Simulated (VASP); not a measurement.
Wanted: the native input for a VASP 6.6.1 run.

```
Task                   : single point
Functional             : PBE
Potentials or basis    : VASP PAW PBE potentials, release 64 (Li_sv, Nb_sv, O)
Cutoff                 : 520 eV
k mesh                 : 6 × 6 × 6
Occupations            : gaussian, width 0.05 eV
Spin                   : no spin polarisation
Dipole correction      : no
Further INCAR settings : ALGO = Normal; EDIFF = 1e-06; NBANDS = 45
```

The structure of LiNbO3 lies in POSCAR:

```
LiNbO3
1.0
    2.6365700205      1.5222244111      4.3811005174
   -2.6365700205      1.5222244111      4.3811005174
    0.0000000000     -3.0444488221      4.3811005174
Li Nb O
2 2 6
Direct
    0.2815913687      0.2815913687      0.2815913687
    0.7815913687      0.7815913687      0.7815913687
    0.0004900497      0.0004900497      0.0004900497
    0.5004900497      0.5004900497      0.5004900497
    0.1104619503      0.3580262714      0.7211003599
    0.7211003599      0.1104619503      0.3580262714
    0.3580262714      0.7211003599      0.1104619503
    0.2211003599      0.8580262714      0.6104619503
    0.8580262714      0.6104619503      0.2211003599
    0.6104619503      0.2211003599      0.8580262714
```

These files were run (other wordings do the same):

INCAR

```
SYSTEM = LiNbO3
  ALGO = Normal
  EDIFF = 1E-6
  ENCUT = 520
  GGA = PE
  ISIF = 2
  ISMEAR = 0
  LASPH = .True.
  LCHARG = .False.
  LREAL = .False.
  LWAVE = .False.
  NBANDS = 45
  NELM = 80
  PREC = Accurate
  SIGMA = 0.05
```

KPOINTS

```
k-points
0
Gamma
  6 6 6
  0 0 0
```

Potentials or basis: VASP PAW PBE potentials, release 64 (Li_sv, Nb_sv, O).

The run is started by

```bash
$ cat potpaw_PBE.64/Li_sv/POTCAR potpaw_PBE.64/Nb_sv/POTCAR potpaw_PBE.64/O/POTCAR > POTCAR
$ mpirun -np 1 vasp_std > vasp.out
```

Results of the run:

```yaml
Largest_force: 0.186 eV/Å
Band_gap_on_the_k_mesh: 3.57 eV (least direct gap 3.63 eV)
```

It took 100 s on 1 thread of AMD EPYC 9R45 96-Core Processor (Zen 5), with other jobs on the host, peak memory 0.27 GiB.
